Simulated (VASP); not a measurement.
A run of VASP 6.6.1:

The input INCAR:

```
ALGO     = Normal         # electronic algorithm
EDIFF    = 1E-6           # SCF threshold, eV
EDIFFG   = -0.02          # ionic threshold
ENCUT    = 600            # plane-wave cutoff, eV
GGA      = PS             # functional
IBRION   = 2              # ionic algorithm
ISIF     = 3              # what is computed and relaxed
ISMEAR   = -1             # smearing method
ISPIN    = 2              # spin polarisation
LASPH    = True           # aspherical terms in the spheres
LCHARG   = False          # write CHGCAR
LMAXMIX  = 4              # l up to which the mixer works
LORBIT   = 11             # projections on sites
LREAL    = False          # projectors in reciprocal space
LWAVE    = False          # write WAVECAR
MAGMOM   = 1 1 0 0.6 0    # initial moments
NELM     = 150            # most SCF steps
NSW      = 80             # ionic steps
PREC     = Accurate       # precision mode
SIGMA    = 0.05           # smearing width, eV
```

Contents of KPOINTS:

```
k-points
0
Gamma
  7 7 2
```

The input POSCAR:

```
NiMoIrPdW
1.0
    2.3446000000     -1.4313800000      0.0090600000
    2.3446000000      1.4313800000      0.0090600000
   -2.2060000000      0.0000000000     10.9237400000
Ni Mo Pd Ir W
1 1 1 1 1
Direct
    0.4983800000      0.4983800000      0.2952500000
    0.3177300000      0.3177300000      0.9120700000
    0.2473300000      0.2473300000      0.4906100000
    0.7498200000      0.7498200000      0.1080200000
    0.6867300000      0.6867300000      0.6940600000
```

Potentials or basis: VASP PAW PBE potentials, release 64 (Ni, Mo_sv, Pd, Ir, W_sv).

Run with:

```sh
$ cat potpaw_PBE.64/Ni/POTCAR potpaw_PBE.64/Mo_sv/POTCAR potpaw_PBE.64/Pd/POTCAR potpaw_PBE.64/Ir/POTCAR potpaw_PBE.64/W_sv/POTCAR > POTCAR
$ mpirun -np 1 vasp_std > vasp.out
```

Hardware: 1 thread of Oxide Virtual Turin-like Processor, with other jobs on the host.

Question: How long does it take, and how much memory?

Answer: Wall time 80 min on 1 thread of Oxide Virtual Turin-like Processor, with other jobs on the host, peak memory 0.37 GiB. Counts: scf iterations 258, k points 32, ion steps 25.
